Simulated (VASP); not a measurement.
# BN (Fm-3m) in VASP: a series of runs, part 2 of 2

VASP 6.6.1. The steps go on from the part before.

## Step 4: G0W0 quasiparticle levels, PBE

POSCAR

```
BN
1.0
    0.0000000000      1.7458259515      1.7458259515
    1.7458259515      0.0000000000      1.7458259515
    1.7458259515      1.7458259515      0.0000000000
B N
1 1
Direct
    0.0000000000      0.0000000000      0.0000000000
    0.5000000000      0.5000000000      0.5000000000
```

INCAR.step1

```
PREC = Accurate ; ENCUT = 500
EDIFF = 1E-8 ; ISMEAR = 0
SIGMA = 0.01 ; LREAL = False
LASPH = True ; NELM = 60
ALGO = Normal ; LWAVE = True
LCHARG = False ; GGA = PE
```

INCAR.step2

```
PREC = Accurate ; ENCUT = 500
EDIFF = 1E-8 ; ISMEAR = 0
SIGMA = 0.01 ; LREAL = False
LASPH = True ; NELM = 1
ALGO = Exact ; LWAVE = True
LCHARG = False ; GGA = PE
NBANDS = 44 ; LOPTICS = True
ISTART = 1
```

INCAR.step3

```
PREC = Accurate ; ENCUT = 500
EDIFF = 1E-8 ; ISMEAR = 0
SIGMA = 0.01 ; LREAL = False
LASPH = True ; ALGO = EVGW0
LWAVE = False ; LCHARG = False
GGA = PE ; NELMGW = 1
NBANDS = 44 ; ENCUTGW = 140.0
NOMEGA = 48 ; PRECFOCK = Fast
ISTART = 1 ; NBANDSGW = 12
```

KPOINTS

```
Automatic mesh
0
Gamma
  6 6 6
```

Potentials or basis: VASP PAW PBE potentials, release 64 (B_GW, N_GW).

On the command line:

```sh
$ cat potpaw_PBE.64/B_GW/POTCAR potpaw_PBE.64/N_GW/POTCAR > POTCAR
$ cp INCAR.step1 INCAR
$ mpirun -np 1 vasp_std > vasp.out
$ cp INCAR.step2 INCAR
$ mpirun -np 1 vasp_std > vasp.out
$ cp INCAR.step3 INCAR
$ mpirun -np 1 vasp_std > vasp.out
```

OUTCAR:

```text
PREC = Accurate
   ENCUT = 500
   EDIFF = 1E-8
   ISMEAR = 0
   LREAL = False
   LASPH = True
   GGA = PE
   NELMGW = 1
   ENCUTGW = 140.0
   PRECFOCK = Fast
   ISTART = 1

 ion  position               nearest neighbor table
   1  0.000  0.000  0.000-   2 1.75   2 1.75   2 1.75   2 1.75   2 1.75   2 1.75
   2  0.500  0.500  0.500-   1 1.75   1 1.75   1 1.75   1 1.75   1 1.75   1 1.75

  LATTYP: Found a face centered cubic cell.
 ALAT       =     3.4916519030

  Lattice vectors:

 A1 = (   0.0000000000,   1.7458259515,   1.7458259515)
 A2 = (   1.7458259515,   0.0000000000,   1.7458259515)
 A3 = (   1.7458259515,   1.7458259515,   0.0000000000)

Analysis of symmetry for initial positions (statically):
=====================================================================
 Subroutine PRICEL returns:
 Original cell was already a primitive cell.

 Routine SETGRP: Setting up the symmetry group for a
[... 156 lines left out ...]
   NKREDLFX            =     1    NKREDLFY  =   1   NKREDLFZ  =   1
 non-spin polarized calculation
 Gauss-broadening in eV      SIGMA  =   0.01
  energy-cutoff  :      500.00
  volume of cell :       10.64
 maximum number of plane-waves:       283
 NGX is ok and might be reduce to    18
  NGX = 12; NGY = 12; NGZ = 12
   NGX =  9   NGY =  9   NGZ =  9
 maximum number of plane-waves:        51
 NGX is ok and might be reduce to    10

 QP shifts <psi_nk| G(iteration)W_0 |psi_nk>: iteration 1
 for sc-GW calculations column KS-energies equals QP-energies in previous step
 and V_xc(KS)=  KS-energies - (<T + V_ion + V_H > + <T+V_H+V_ion>^1  + <V_x>^1)

 k-point   1 :       0.0000    0.0000    0.0000
  band No.  KS-energies  QP-energies   sigma(KS)   V_xc(KS)     V^pw_x(r,r')   Z            occupation Imag(sigma)

      1     -12.0324     -13.4624     -17.2426     -15.3620     -26.4537       0.7604       2.0000       1.9859
      2       9.5997       9.3498     -17.9683     -17.6531     -20.9934       0.7931       2.0000       0.1585
      3       9.5997       9.3498     -17.9683     -17.6531     -20.9934       0.7931       2.0000       0.1585
      4       9.5997       9.3498     -17.9683     -17.6531     -20.9934       0.7931       2.0000       0.1585
      5      19.6957      20.5185     -15.9005     -16.9682      -9.5784       0.7706       0.0000      -0.2095
      6      22.5540      23.5888     -13.4390     -14.7930      -5.6395       0.7642       0.0000      -0.3882
      7      22.5540      23.5888     -13.4390     -14.7930      -5.6395       0.7642       0.0000      -0.3882
      8      22.5540      23.5888     -13.4390     -14.7930      -5.6395       0.7642       0.0000      -0.3882
      9      29.0690      29.6909     -12.1611     -12.9106      -5.9514       0.8299       0.0000      -0.3448
     10      29.0690      29.6909     -12.1611     -12.9106      -5.9514       0.8299       0.0000      -0.3448
     11      29.0690      29.6909     -12.1611     -12.9106      -5.9514       0.8299       0.0000      -0.3448
     12      34.6764      35.0270     -10.4851     -10.9205      -3.0066       0.8054       0.0000      -0.5453
[... 228 lines left out ...]
      1      -3.8793      -4.8725     -18.8510     -17.5556     -26.5852       0.7667       2.0000       1.0529
      2      -0.3308      -1.1291     -15.8803     -14.8339     -21.1792       0.7630       2.0000       0.4802
      3       2.5839       1.8743     -16.2886     -15.3700     -20.7095       0.7724       2.0000       0.3005
      4       3.7840       3.0641     -16.3739     -15.4453     -20.3096       0.7754       2.0000       0.2470
      5      14.9511      15.6078     -14.3370     -15.1620      -9.2619       0.7961       0.0000      -0.0969
      6      21.1791      22.2491     -14.3635     -15.7544      -7.4024       0.7693       0.0000      -0.2721
      7      23.0655      23.9646     -13.6928     -14.8126      -7.4733       0.8029       0.0000      -0.1873
      8      25.9089      27.2973     -15.7090     -17.5619      -7.6989       0.7493       0.0000      -0.4711
      9      26.7469      27.6879     -13.3050     -14.5302      -5.1849       0.7681       0.0000      -0.6273
     10      35.4113      36.1618     -11.7330     -12.6517      -3.8413       0.8169       0.0000      -1.0648
     11      49.4065      51.2614     -13.0848     -15.1728      -5.1410       0.8883       0.0000      -2.4953
     12      50.0738      51.2409     -11.7256     -13.1245      -3.3043       0.8343       0.0000      -1.9224
```

OUTCAR.step1:

```text
PREC = Accurate
   ENCUT = 500
   EDIFF = 1E-8
   ISMEAR = 0
   LREAL = False
[... 387 lines left out ...]
      0.00000      0.00000      0.00000        -0.000000      0.000000      0.000000
      1.74583      1.74583      1.74583         0.000000     -0.000000      0.000000
 -----------------------------------------------------------------------------------
    total drift:                               -0.000000     -0.000000     -0.000000

  FREE ENERGIE OF THE ION-ELECTRON SYSTEM (eV)
  ---------------------------------------------------
  free  energy   TOTEN  =       -13.9282404751 eV

  energy  without entropy=      -13.9282404751  energy(sigma->0) =      -13.92824048
```

OUTCAR.step2:

```text
PREC = Accurate
   ENCUT = 500
   EDIFF = 1E-8
   ISMEAR = 0
   LREAL = False
[... 849 lines left out ...]
     0.00000     9.94551     9.94551     9.94551     0.00000     0.00000    -0.00000
     1.81217    10.47135    10.47135    10.47135     0.00000     0.00000    -0.00000
     3.62435    12.64607    12.64607    12.64607     0.00000     0.00000    -0.00000
     5.43652    23.17531    23.17531    23.17531     0.00000     0.00000    -0.00000
     7.24869     7.28429     7.28429     7.28429    -0.00000    -0.00000    -0.00000
     9.06086   -11.32136   -11.32136   -11.32136    -0.00000    -0.00000     0.00000
[... 92 lines left out ...]
   177.59291     0.96586     0.96586     0.96586    -0.00000    -0.00000     0.00000
   179.40508     0.96660     0.96660     0.96660    -0.00000    -0.00000     0.00000
```

It took 46 s on 1 thread of Intel Xeon 6975P-C, shared host; peak memory 0.19 GiB.

What came out:

- Band gap on the k mesh, mean-field level: 1.18 eV, indirect (least direct gap 5.83 eV)
- Quasiparticle gap: 1.63 eV
- Least direct quasiparticle gap: 6.78 eV

Levels at points of the mesh, in eV from the valence-band top:
```csv
k point,band 1,band 2,band 3,band 4,band 5,band 6,band 7,band 8
"(0.00, 0.00, 0.00)",-22.57,-0.94,-0.94,-0.94,9.16,12.02,12.02,12.02
"(0.50, 0.00, 0.00)",-17.37,-12.66,-0.69,-0.69,5.14,5.14,7.20,13.66
"(0.50, 0.50, 0.00)",-14.54,-11.97,-5.70,-5.70,1.18,8.77,14.59,14.59
```

Caveat: the k points lie up to 0.52 Å⁻¹ apart; bands, screening cutoff and mesh are small and nothing is extrapolated, so the quasiparticle values aren't converged. A k mesh can miss the band edges.
